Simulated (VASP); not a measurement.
Set up this calculation in VASP 6.6.1, as the native input.

```
Task                   : single point
Functional             : PBE
Potentials or basis    : VASP PAW PBE potentials, release 64 (Hf_pv, N)
Cutoff                 : 520 eV
k mesh                 : 6 × 6 × 6
Occupations            : gaussian, width 0.1 eV
Spin                   : no spin polarisation
Dipole correction      : no
Further INCAR settings : ALGO = Normal; EDIFF = 1e-07; NBANDS = 14
```

The structure of HfN lies in POSCAR:

```
HfN
1.0
    3.0867640100      0.0000000000      0.0000000000
    0.0000000000      3.0867640100      0.0000000000
    0.0000000000      0.0000000000      3.0867640100
Hf N
1 1
Direct
    0.5000000000      0.5000000000      0.5000000000
    0.0000000000      0.0000000000      0.0000000000
```

The input as run:

INCAR

```
SYSTEM = HfN
  PREC = Accurate
  ENCUT = 520
  EDIFF = 1E-7
  ISMEAR = 0
  SIGMA = 0.1
  LREAL = .FALSE.
  LASPH = .TRUE.
  NELM = 100
  ALGO = Normal
  ISIF = 2
  LWAVE = .FALSE.
  LCHARG = .FALSE.
  GGA = PE
  NBANDS = 14
```

KPOINTS

```
regular mesh
0
G
  6 6 6
  0 0 0
```

Potentials or basis: VASP PAW PBE potentials, release 64 (Hf_pv, N).

The run is started by

```sh
$ cat potpaw_PBE.64/Hf_pv/POTCAR potpaw_PBE.64/N/POTCAR > POTCAR
$ mpirun -np 1 vasp_std > vasp.out
```

Results of the run:

```
Pressure : -36.0 GPa
```

Run time: 9.8 s on 1 thread of Intel(R) Xeon(R) Platinum 8488C (Sapphire Rapids), on a shared host, peak memory 0.14 GiB.
